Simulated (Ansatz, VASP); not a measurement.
# Two plane-wave programs on SnO2

The input INCAR:

```
  PREC = Accurate
  ENCUT = 520
  EDIFF = 1E-7
  ISMEAR = 0
  SIGMA = 0.05
  LREAL = F
  LASPH = T
  NELM = 100
  ALGO = Normal
  ISIF = 2
  LWAVE = F
  LCHARG = T
  GGA = PE
  LELF = T
  LVHAR = T
  NBANDS = 35
```

File KPOINTS:

```
Automatic mesh
0
Gamma
  6 6 8
```

The input POSCAR:

```
SnO2
1.0
    4.8277933061      0.0000000000      0.0000000000
    0.0000000000      4.8278069700      0.0000000000
    0.0000000000      0.0000000000      3.2379014612
Sn O
2 4
Direct
    0.5000000000      0.5000000000      0.5000000000
    0.0000000000      0.0000000000      0.0000000000
    0.3212190046      0.3212768970      0.0000000000
    0.8212190046      0.1787231030      0.5000000000
    0.1787809954      0.8212768970      0.5000000000
    0.6787809954      0.6787231030      0.0000000000
```

Input for Ansatz:

```yaml
crystal:
  lattice:
    - [4.8277933061, 0.0, 0.0]
    - [0.0, 4.82780697, 0.0]
    - [0.0, 0.0, 3.2379014612]
  atoms:
    - { symbol: Sn, position: [0.5, 0.5, 0.5] }
    - { symbol: Sn, position: [0.0, 0.0, 0.0] }
    - { symbol: O, position: [0.3212190046, 0.321276897, 0.0] }
    - { symbol: O, position: [0.8212190046, 0.178723103, 0.5] }
    - { symbol: O, position: [0.1787809954, 0.821276897, 0.5] }
    - { symbol: O, position: [0.6787809954, 0.678723103, 0.0] }
basis:
  ecutwfc: 520.0
kpoints:
  mp_grid: { grid: [6, 6, 8] }
hamiltonian:
  xc: pbe
  pseudopotentials: { kind: paw, azcp: { folder: soft_1 } }
scf:
  occupations: { method: gaussian, width: 0.05 }
output:
  forces: true
  stress: true
  eigenvalues: true
```

Alike in both runs: task single point; functional PBE; k mesh 6 × 6 × 8; occupations gaussian, width 0.05 eV; no spin polarisation.

|  | VASP | Ansatz |
| --- | --- | --- |
| version | VASP 6.6.1 | Ansatz 0.2.0 |
| potentials or method | VASP PAW PBE potentials, release 64 (Sn_d, O), cutoff 520 eV | scalar-relativistic, plane waves, PAW |
| valence electrons in the cell | 52 | 52 |

```tsv
	VASP	Ansatz	Ansatz less VASP
gap on the k mesh at the Fermi level (eV)	0.97	0.98	+0.013
least direct gap on the mesh (eV)	0.97	0.98	+0.013
pressure (GPa)	6.1	5.4	-0.65
traceless stress, the component that is largest in VASP (GPa)	2.45	1.95	-0.499
rms of the force components (eV/Å)	1.072	1.047	-0.0241
```

Atom by atom the forces differ by 0.024 eV/Å (rms over components).
